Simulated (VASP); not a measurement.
# CuO in VASP: settings compared

Aim: see how the results for CuO move with the level of theory and the settings. Levels: r2SCAN, PBEsol+D3(BJ), PBE+U. Tasks: single point, relaxation of cell and atoms.

All numbers are computed with VASP 6.6.1; they aren't measurements. Logs are shortened: lines on timing, memory, paths and dates and some standing lists are left out, and cuts for length are marked.

## 1. The cell of the first run

The typed cell holds 4 atoms: a = 2.900 Å, b = 2.900 Å, c = 5.129 Å, α = 97.69°, β = 97.69°, γ = 72.31°.

## 2. Single point, r2SCAN

Input file POSCAR:

```
CuO
1.0
    2.3418500000     -1.7113000000      0.0000000000
    2.3418500000      1.7113000000      0.0000000000
   -0.8500274268      0.0000000000      5.0578693947
Cu O
2 2
Direct
    0.5063060000     -0.0089130000      0.5000460000
   -0.0030500000      0.5118650000      0.0077660000
    0.4125810000      0.5821750000      0.7543040000
    0.5793590000      0.4093460000      0.2516240000
```

Input file INCAR.step1:

```
SYSTEM = CuO
  ALGO = Normal
  EDIFF = 1E-4
  ENCUT = 520
  GGA = PE
  ISMEAR = 1
  LASPH = .TRUE.
  LCHARG = .FALSE.
  LREAL = .FALSE.
  LWAVE = .TRUE.
  NBANDS = 25
  NELM = 60
  PREC = Accurate
  SIGMA = 0.1
```

Input file INCAR.step2:

```
SYSTEM = CuO
  ALGO = Normal
  EDIFF = 1E-6
  ENCUT = 520
  ISIF = 2
  ISMEAR = 1
  ISTART = 1
  LASPH = .TRUE.
  LCHARG = .TRUE.
  LELF = .TRUE.
  LMIXTAU = .TRUE.
  LREAL = .FALSE.
  LVHAR = .TRUE.
  LWAVE = .FALSE.
  METAGGA = R2SCAN
  NBANDS = 25
  NELM = 60
  PREC = Accurate
  SIGMA = 0.1
```

Input file KPOINTS:

```
k-points
0
G
  13 13 7
  0 0 0
```

Potentials or basis: VASP PAW PBE potentials, release 64 (Cu, O).

On the command line:

```console
$ cat potpaw_PBE.64/Cu/POTCAR potpaw_PBE.64/O/POTCAR > POTCAR
$ cp INCAR.step1 INCAR
$ mpirun -np 1 vasp_std > vasp.out
$ cp INCAR.step2 INCAR
$ mpirun -np 1 vasp_std > vasp.out
```

OUTCAR:

```text
SYSTEM = CuO
   EDIFF = 1E-6
   ENCUT = 520
   ISIF = 2
   ISMEAR = 1
   ISTART = 1
   LASPH = .TRUE.
   LREAL = .FALSE.
   METAGGA = R2SCAN
   NELM = 60
   PREC = Accurate

 ion  position               nearest neighbor table
   1  0.506  0.991  0.500-   4 1.94   4 1.95   3 1.97   3 1.98
   2  0.997  0.512  0.008-   4 1.93   3 1.96   4 1.96   3 1.97
   3  0.413  0.582  0.754-   2 1.96   2 1.97   1 1.97   1 1.98
   4  0.579  0.409  0.252-   2 1.93   1 1.94   1 1.95   2 1.96

  LATTYP: Found a base centered monoclinic cell.
 ALAT       =     4.6837000000
 B/A-ratio  =     0.7307470589
 C/A-ratio  =     1.0950317057
 COS(beta)  =    -0.1657361228

  Lattice vectors:

 A1 = (   2.3418500000,  -1.7113000000,   0.0000000000)
 A2 = (   2.3418500000,   1.7113000000,   0.0000000000)
 A3 = (  -0.8500274268,   0.0000000000,   5.0578693947)

Analysis of symmetry for initial positions (statically):
=====================================================================
 Subroutine PRICEL returns:
 Original cell was already a primitive cell.

 Routine SETGRP: Setting up the symmetry group for a
 base centered monoclinic supercell.

 Subroutine GETGRP returns: Found  1 space group operations
 (whereof  1 operations were pure point group operations)
 out of a pool of  4 trial point group operations.

The static configuration has the point symmetry C_1 .

Analysis of symmetry for dynamics (positions and initial velocities):
=====================================================================
 Subroutine PRICEL returns:
 Original cell was already a primitive cell.

 Routine SETGRP: Setting up the symmetry group for a
 base centered monoclinic supercell.

 Subroutine GETGRP returns: Found  1 space group operations
 (whereof  1 operations were pure point group operations)
 out of a pool of  4 trial point group operations.

The dynamic configuration has the point symmetry C_1 .

 Subroutine INISYM returns: Found  1 space group operations
 (whereof  1 operations are pure point group operations),
 and found     1 'primitive' translations

----------------------------------------------------------------------------------------

                                     Primitive cell

  volume of cell :      40.5399

  direct lattice vectors                    reciprocal lattice vectors
     2.341850000 -1.711300000  0.000000000     0.213506416 -0.292175539  0.035881968
     2.341850000  1.711300000  0.000000000     0.213506416  0.292175539  0.035881968
    -0.850027427  0.000000000  5.057869395     0.000000000  0.000000000  0.197711709

  length of vectors
     2.900484289  2.900484289  5.128800000     0.363646877  0.363646877  0.197711709

  position of ions in fractional coordinates (direct lattice)
     0.506306000  0.991087000  0.500046000
     0.996950000  0.511865000  0.007766000
     0.412581000  0.582175000  0.754304000
     0.579359000  0.409346000  0.251624000

  ion indices of the primitive-cell ions
   primitive index   ion index
                 1           1
                 2           2
                 3           3
                 4           4

----------------------------------------------------------------------------------------

 KPOINTS: k-points

Automatic generation of k-mesh.
 Grid dimensions read from file:
 generate k-points for:   13   13    7

 Generating k-lattice:

  Cartesian coordinates                     Fractional coordinates (reciprocal lattice)
     0.016423570 -0.022475041  0.002760151     0.076923077  0.000000000 -0.000000000
     0.016423570  0.022475041  0.002760151     0.000000000  0.076923077 -0.000000000
     0.000000000  0.000000000  0.028244530     0.000000000  0.000000000  0.142857143

  Length of vectors
     0.027972837  0.027972837  0.028244530

  Shift w.r.t. Gamma in fractional coordinates (k-lattice)
     0.000000000  0.000000000  0.000000000

 Subroutine IBZKPT returns following result:
 ===========================================

 Found    592 irreducible k-points:

 Following reciprocal coordinates:
            Coordinates               Weight
  0.000000  0.000000  0.000000      1.000000
  0.076923 -0.000000  0.000000      2.000000
  0.000000 -0.076923 -0.000000      2.000000
  0.153846 -0.000000  0.000000      2.000000
  0.000000 -0.153846 -0.000000      2.000000
  0.230769 -0.000000  0.000000      2.000000
[... 16 lines left out ...]
  0.461538  0.076923  0.000000      2.000000
 -0.076923 -0.461538  0.000000      2.000000
 [... further k-points ...]
   k-points           NKPTS =    592   k-points in BZ     NKDIM =    592   number of bands    NBANDS=     25
   number of dos      NEDOS =    301   number of ions     NIONS =      4
   total plane-waves  NPLWV =  23040
   dimension x,y,z NGX =    24 NGY =   24 NGZ =   40
   dimension x,y,z NGXF=    48 NGYF=   48 NGZF=   80
   ions per type =               2   2
   NGX,Y,Z   is equivalent  to a cutoff of  13.76, 13.76, 12.97 a.u.
[... 38 lines left out ...]
   AEXX    =    0.0000 exact exchange contribution
   IVDW    =     0    specifies the selected vdW correction
   LEPSILON=     F    determine dielectric tensor
   LRPA    =     F    only Hartree local field effects (RPA)
 non-spin polarized calculation
 Methfessel and Paxton  Order N= 1 SIGMA  =   0.10
  energy-cutoff  :      520.00
  volume of cell :       40.54
 maximum number of plane-waves:      1129
 NGX is ok and might be reduce to    24
   NGX = 11   NGY = 11   NGZ = 19

 number of electron      33.9999994 magnetization

 Free energy of the ion-electron system (eV)
  ---------------------------------------------------
  ext. energy  EPLUGINS =         0.00000000
  ---------------------------------------------------
  free energy    TOTEN  =       -36.35244126 eV

  energy without entropy =      -36.35255368  energy(sigma->0) =      -36.35247873

 E-fermi :   5.5264     XC(G=0): -12.6190

 val. band max:        5.5230332649   @ k =  -0.4615   0.2308   0.4286
 cond. band min:       5.5274504376   @ k =  -0.4615   0.1538   0.2857
 fundamental gap:      0.0044171726
 Fermi energy:         5.5263552447

 k-point     1 :       0.0000    0.0000    0.0000
  band No.  band energies     occupation
      1     -15.5541      2.00000
      2     -14.2571      2.00000
      3      -2.8378      2.00000
      4      -0.2421      2.00000
      5       0.1405      2.00000
      6       2.0610      2.00000
[... 17 lines left out ...]
     24      22.6866      0.00000
     25      22.9245      0.00000

 k-point     2 :       0.0769   -0.0000    0.0000
  band No.  band energies     occupation
      1     -15.5153      2.00000
      2     -14.2441      2.00000
      3      -2.7718      2.00000
      4      -0.2546      2.00000
      5       0.1252      2.00000
      6       1.4960      2.00000
[... 17 lines left out ...]
     24      22.3599      0.00000
     25      23.1888      0.00000

 k-point     3 :       0.0000   -0.0769   -0.0000
  band No.  band energies     occupation
      1     -15.5155      2.00000
      2     -14.2439      2.00000
      3      -2.7726      2.00000
      4      -0.2510      2.00000
      5       0.1181      2.00000
      6       1.5241      2.00000
[... 17 lines left out ...]
     24      22.3276      0.00000
     25      23.2471      0.00000

 k-point     4 :       0.1538   -0.0000    0.0000
  band No.  band energies     occupation
      1     -15.4055      2.00000
      2     -14.2081      2.00000
      3      -2.5864      2.00000
      4      -0.3018      2.00000
      5       0.0908      2.00000
      6       0.6733      2.00000
[... 17 lines left out ...]
     24      21.7761      0.00000
     25      22.9277      0.00000
[... 477 lines left out ...]
 k-point    22 :      -0.0769   -0.3846    0.0000
  band No.  band energies     occupation
      1     -14.9096      2.00000
      2     -14.0582      2.00000
      3      -1.8111      2.00000
      4      -1.4526      2.00000
      5      -0.3347      2.00000
      6       0.1133      2.00000
[... 17 lines left out ...]
     24      19.5512      0.00000
     25      22.1231      0.00000

 k-point    23 :       0.4615    0.0769    0.0000
  band No.  band energies     occupation
      1     -14.8038      2.00000
      2     -14.0263      2.00000
      3      -1.8429      2.00000
      4      -1.6127      2.00000
      5      -0.3811      2.00000
      6       0.1271      2.00000
[... 17 lines left out ...]
     24      19.0108      0.00000
     25      21.6983      0.00000

 k-point    24 :      -0.0769   -0.4615    0.0000
  band No.  band energies     occupation
      1     -14.8046      2.00000
      2     -14.0250      2.00000
      3      -1.8529      2.00000
      4      -1.6035      2.00000
      5      -0.3712      2.00000
      6       0.0872      2.00000
[... 17 lines left out ...]
     24      18.9077      0.00000
     25      21.6897      0.00000

 [... further k-points ...]

------------------------ aborting loop because EDIFF is reached ----------------------------------------

  FORCE on cell =-STRESS in cart. coord.  units (eV):
  Direction    XX          YY          ZZ          XY          YZ          ZX
  --------------------------------------------------------------------------------------
  -------------------------------------------------------------------------------------
  Total       -0.1982458      0.1492132     -0.4820902     -0.0459287     -0.1247314     -0.2684097
  in kB       -7.8348703      5.8970539    -19.0526796     -1.8151481     -4.9295089    -10.6078147
  external PRESSURE =      -6.9968320 kB  Pullay stress =       0.0000000 kB

 VOLUME and BASIS-vectors are now :
 -----------------------------------------------------------------------------
  energy-cutoff  :      520.00
  volume of cell :       40.54
      direct lattice vectors                 reciprocal lattice vectors
     2.341850000 -1.711300000  0.000000000     0.213506416 -0.292175539  0.035881968
     2.341850000  1.711300000  0.000000000     0.213506416  0.292175539  0.035881968
    -0.850027427  0.000000000  5.057869395     0.000000000  0.000000000  0.197711709

 POSITION                                       TOTAL-FORCE (eV/Angst)
 -----------------------------------------------------------------------------------
      3.08162      0.82961      2.52917        -0.037615      0.148327      0.407485
      3.52682     -0.83013      0.03928        -0.190881      0.008033     -0.353024
      1.68839      0.29023      3.81517         0.088762     -0.372662     -0.109653
      2.10151     -0.29094      1.27268         0.139734      0.216301      0.055192
 -----------------------------------------------------------------------------------
    total drift:                                0.009439     -0.007635      0.010320

  FREE ENERGIE OF THE ION-ELECTRON SYSTEM (eV)
  ---------------------------------------------------
  free  energy   TOTEN  =       -36.3524412585 eV

  energy  without entropy=      -36.3525536777  energy(sigma->0) =      -36.35247873
```

It took 61 min on 1 thread of Oxide Virtual Turin-like, shared host; peak memory 0.54 GiB.

Results:

- Free energy: -36.3524 eV
- Pressure: -0.7 GPa
- Largest force: 0.435 eV/Å
- Band gap on the k mesh: zero (bands 17 and 18 overlap by 0.56 eV)

Forces on the atoms (eV/Å):
```
Cu  -0.038  0.148  0.407
Cu  -0.191  0.008 -0.353
O    0.089 -0.373 -0.110
O    0.140  0.216  0.055
```

Stress tensor (GPa, compression positive):
```
-0.78 -0.18 -1.06
-0.18  0.59 -0.49
-1.06 -0.49 -1.91
```

Caveat: the PAW data sets were made with another functional, which shifts forces and pressure a little; semilocal functionals often make such compounds metallic where correlation or magnetic order opens a gap, which also shifts bond lengths. With open d or f shells a metallic result of r2SCAN can be an artefact of self-interaction; +U or a hybrid may open a gap.

## 3. Relaxation of cell and atoms, PBEsol+D3(BJ)

Input file INCAR:

```
SYSTEM = CuO
ALGO = Normal ; EDIFF = 1E-6
EDIFFG = -0.01 ; ENCUT = 600
GGA = PS ; IBRION = 2
ISIF = 3 ; ISMEAR = -1
IVDW = 12 ; LASPH = .True.
LCHARG = .False. ; LREAL = .False.
LWAVE = .False. ; NELM = 100
NSW = 60 ; PREC = Accurate
SIGMA = 0.05
```

Input file KPOINTS:

```
k-points
0
Gamma
  10 10 5
  0 0 0
```

Input file POSCAR:

```
CuO
1.0
    2.3418500000     -1.7113000000      0.0000000000
    2.3418500000      1.7113000000      0.0000000000
   -0.8500274268      0.0000000000      5.0578693947
Cu O
2 2
Direct
    0.5000000000      0.0000000000      0.5000000000
    0.0000000000      0.5000000000      0.0000000000
    0.4184000000      0.5816000000      0.7500000000
    0.5816000000      0.4184000000      0.2500000000
```

Potentials or basis: VASP PAW PBE potentials, release 64 (Cu, O).

On the command line:

```console
$ cat potpaw_PBE.64/Cu/POTCAR potpaw_PBE.64/O/POTCAR > POTCAR
$ mpirun -np 1 vasp_std > vasp.out
```

It took 46 min on 1 thread of Oxide Virtual Turin-like, shared host; peak memory 0.26 GiB.

It converged, with:

```yaml
Free_energy: -22.3805 eV
Relaxed_volume: 10.45 Å³/atom
Relaxed_cell: a = 2.865 Å, b = 2.865 Å, c = 5.099 Å, α = 90.06°, β = 90.06°, γ = 86.59°
Space_group_after_relaxing_to_0.1_Å: Cccm (No. 66)
Energy_gained_by_relaxing: 21.3 meV/atom
Ionic_steps: 51
Pressure_after_relaxing: -0.1 GPa
Largest_force_after_relaxing: 0.009 eV/Å
Band_gap_on_the_k_mesh: zero (bands 17 and 18 overlap by 0.92 eV)
Dispersion_energy_per_atom: -0.228 eV
```

Forces on the atoms (eV/Å):
```
Cu   0.000  0.000  0.000
Cu   0.000  0.000  0.000
O    0.000 -0.009  0.000
O    0.000  0.009  0.000
```

Stress tensor (GPa, compression positive):
```
-0.10  0.00 -0.11
 0.00 -0.08  0.00
-0.11  0.00 -0.02
```

Step by step:
```tsv
step	energy change (eV)	largest force (eV/Å)	pressure (GPa)	volume (Å³)
1	0.0000	0.3211	-6.03	40.54
3	-0.0304	0.1530	0.43	39.23
5	-0.0339	0.0843	0.51	39.27
7	-0.0354	0.0037	0.48	39.35
9	-0.0424	0.0622	-2.18	40.28
11	-0.0465	0.0621	-1.91	40.34
13	-0.0607	0.0535	-0.46	40.58
15	-0.0695	0.0188	2.44	40.85
17	-0.0740	0.0205	0.68	41.44
19	-0.0740	0.0209	0.55	41.47
21	-0.0771	0.0348	-0.07	41.49
23	-0.0777	0.0436	-0.44	41.50
25	-0.0781	0.0366	0.09	41.38
27	-0.0785	0.0325	0.27	41.31
29	-0.0791	0.0354	0.11	41.34
31	-0.0814	0.0506	0.35	41.43
33	-0.0823	0.0783	0.41	41.58
35	-0.0830	0.0452	-0.82	41.89
37	-0.0834	0.0413	-0.41	41.77
39	-0.0839	0.0020	0.16	41.67
41	-0.0841	0.0122	-0.07	41.71
43	-0.0841	0.0171	-0.27	41.74
45	-0.0844	0.0134	-0.11	41.70
47	-0.0847	0.0011	0.17	41.67
49	-0.0851	0.0181	-0.06	41.73
51	-0.0854	0.0092	-0.07	41.79
```

Final structure:
```
Cu O
1.0
     2.07950   -1.96492    0.15693
     2.07950    1.96492    0.15693
    -0.39102    0.00000    5.08390
Cu O
2 2
Direct
  0.50000 0.00000 0.50000
  0.00000 0.50000 0.00000
  0.49917 0.50082 0.75000
  0.50082 0.49917 0.25000
```

Levels at points of the mesh, in eV from the Fermi level:
```
           k point  band 13  band 14  band 15  band 16  band 17  band 18  band 19  band 20  band 21
(0.00, 0.00, 0.00)    -2.53    -2.52    -2.43    -2.05     0.64     0.79     1.54     6.10     7.50
(0.50, 0.00, 0.00)    -2.37    -2.00    -1.65    -1.58     0.26     0.48     3.44     6.10     6.65
(0.50, 0.50, 0.00)    -2.47    -2.45    -1.64    -1.24    -1.20     1.23     1.91     7.17     9.51
```

Caveat: the PAW data sets were made with another functional, which shifts forces and pressure a little; semilocal functionals often make such compounds metallic where correlation or magnetic order opens a gap, which also shifts bond lengths.

## 4. Single point, PBE+U

Input file INCAR:

```
ALGO = Normal ; EDIFF = 1E-7
ENCUT = 520 ; GGA = PE
ISIF = 2 ; ISMEAR = -1
LASPH = True ; LCHARG = True
LDAU = True ; LDAUJ = 0 0
LDAUL = 2 -1 ; LDAUPRINT = 1
LDAUTYPE = 2 ; LDAUU = 5.3 0
LELF = True ; LMAXMIX = 4
LREAL = False ; LVHAR = True
LWAVE = False ; NBANDS = 25
NELM = 150 ; PREC = Accurate
SIGMA = 0.05
```

Input file KPOINTS:

```
k-points
0
Gamma
  10 10 5
```

POSCAR is that of step 3.

On the command line:

```console
$ cat potpaw_PBE.64/Cu/POTCAR potpaw_PBE.64/O/POTCAR > POTCAR
$ mpirun -np 1 vasp_std > vasp.out
```

It took 3.5 min on 1 thread of Oxide Virtual Turin-like, shared host; peak memory 0.21 GiB.

The run converged. Its results:

- Free energy: -16.0670 eV
- Pressure: 2.4 GPa
- Largest force: 0.178 eV/Å
- Band gap on the k mesh: zero (bands 17 and 18 overlap by 0.64 eV)

Forces in eV/Å, atoms in the order of the input:
```
Cu   0.000  0.000  0.000
Cu   0.000  0.000  0.000
O    0.000 -0.178  0.000
O    0.000  0.178  0.000
```

Stress tensor (GPa, compression positive):
```
 2.49  0.00 -0.52
 0.00  3.38  0.00
-0.52  0.00  1.22
```

Levels at points of the mesh, in eV from the Fermi level:
```tsv
k point	band 13	band 14	band 15	band 16	band 17	band 18	band 19	band 20	band 21	band 22
(0.00, 0.00, 0.00)	-2.73	-2.71	-2.54	-2.29	0.23	0.98	2.00	6.62	8.50	14.01
(0.50, 0.00, 0.00)	-3.08	-2.41	-2.18	-1.81	0.08	0.33	5.46	6.91	7.35	11.57
(0.50, 0.50, 0.00)	-3.31	-3.20	-2.04	-2.02	-1.00	1.13	3.98	7.63	9.18	10.49
```

Eigenvalues of the final occupation matrices:
```csv
site,spin,trace,eigenvalues
site 1 d,1,4.66,0.79 0.95 0.97 0.97 0.98
site 1 d,2,4.66,0.79 0.95 0.97 0.97 0.98
site 2 d,1,4.66,0.79 0.95 0.97 0.97 0.98
site 2 d,2,4.66,0.79 0.95 0.97 0.97 0.98
```

Caveat: U without spin polarisation on a metal has little footing.

## 5. Overview

| task | level | U | cell | k mesh | cutoff (eV) | smearing | gap on the mesh (eV) | pressure (GPa) | largest force (eV/Å) |
| --- | --- | --- | --- | --- | --- | --- | --- | --- | --- |
| single point | r2SCAN | - | as given, atomic positions A | 13 × 13 × 7 | 520 | methfessel-paxton 0.1 eV | none | -0.7 | 0.44 |
| relaxation of cell and atoms | PBEsol+D3(BJ) | - | relaxed, atomic positions B | 10 × 10 × 5 | 600 | fermi-dirac 0.05 eV | none | -0.1 | 0.01 |
| single point | PBE+U | Cu d U = 5.3 eV | as given, atomic positions B | 10 × 10 × 5 | 520 | fermi-dirac 0.05 eV | none | 2.4 | 0.18 |

Alike in all rows: potentials or basis VASP PAW PBE potentials, release 64 (Cu, O); no spin polarisation.

Caveats: the PAW data sets were made with another functional, which shifts forces and pressure a little (at least some runs); semilocal functionals often make such compounds metallic where correlation or magnetic order opens a gap, which also shifts bond lengths (at least some runs); U without spin polarisation on a metal has little footing (at least some runs).

Total energies depend on the potentials used, so only differences within one code and one set of settings carry meaning.

The gap in the log of VASP goes by the Fermi energy; the results here count the filled bands.